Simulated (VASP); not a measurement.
Sn:

```
Sn
1.0
     0.00000    3.23334    3.23334
     3.23334    0.00000    3.23334
     3.23334    3.23334    0.00000
Sn
2
Direct
  0.00000 0.00000 0.00000
  0.25000 0.25000 0.25000
```

| Item | Value |
| --- | --- |
| Program | VASP 6.6.1 |
| Task | relaxation of cell and atoms |
| Functional | PBE |
| Potentials or basis | VASP PAW PBE potentials, release 64 (Sn_d) |
| Cutoff | 600 eV |
| k mesh | 12 × 12 × 12 |
| Occupations | gaussian, width 0.1 eV |
| Spin | no spin polarisation |

At the start: pressure 3.8 GPa; volume 33.80 Å³/atom.

Where does the relaxation end?

Over 3 steps the energy falls by 32.6 meV/atom and the volume is 36.80 Å³/atom (+8.9 %); space group Fd-3m (No. 227, to 0.05 Å).

The path:
```
step  energy change (eV)  largest force (eV/Å)  pressure (GPa)  volume (Å³)
   1              0.0000                0.0000            3.77        67.61
   2             -0.0591                0.0000           -0.93        75.70
   3             -0.0652                0.0000           -0.01        73.60
```

Final structure:
```
CELL_PARAMETERS angstrom
0.00000 3.32628 3.32628
3.32628 0.00000 3.32628
3.32628 3.32628 0.00000
ATOMIC_POSITIONS crystal
Sn 0.00000 0.00000 0.00000
Sn 0.25000 0.25000 0.25000
```
